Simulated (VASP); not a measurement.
**Cu: single point with PBE0**

Cu:

```
Cu
1.0
    -1.42329    1.42329    1.35748
     1.42329   -1.42329    1.35748
     1.42329    1.42329   -1.35748
Cu
1
Direct
  0.00000 0.00000 0.00000
```

```
Program                            : VASP 6.6.1
Task                               : single point
Functional                         : PBE0
Potentials or basis                : VASP PAW PBE potentials, release 64 (Cu)
Cutoff                             : 520 eV
k mesh                             : 6 × 6 × 6
Occupations                        : fermi-dirac, width 0.05 eV
Spin                               : no spin polarisation
Dipole correction                  : no
Grid for exact exchange (PRECFOCK) : Normal
Further INCAR settings             : ALGO = Normal; EDIFF = 1e-06; NBANDS = 12
```

| Item | Value |
| --- | --- |
| Pressure | 14.4 GPa |

Stress tensor (GPa, compression positive):
```
15.60  0.00  0.00
 0.00 15.60  0.00
 0.00  0.00 11.88
```

Levels at points of the mesh, in eV from the Fermi level:
| k point | band 4 | band 5 | band 6 | band 7 | band 8 | band 9 |
| --- | --- | --- | --- | --- | --- | --- |
| (0.00, 0.00, 0.00) | -4.84 | -3.91 | -3.69 | 27.28 | 27.28 | 28.55 |
| (0.50, 0.00, 0.00) | -3.46 | -2.63 | -0.54 | 6.48 | 19.65 | 20.29 |
| (0.50, 0.50, 0.00) | -3.66 | -2.77 | -1.17 | 5.84 | 20.92 | 21.82 |
| (0.50, 0.50, 0.50) | -2.97 | -2.87 | 9.67 | 9.67 | 11.67 | 15.53 |

Run time: 3.8 min on 1 thread of Intel(R) Xeon(R) 6975P-C (Granite Rapids) (shared host), peak memory 0.12 GiB.

Caveat: the k points lie up to 0.53 Å⁻¹ apart; the PAW data sets were made with another functional, which shifts forces and pressure a little.
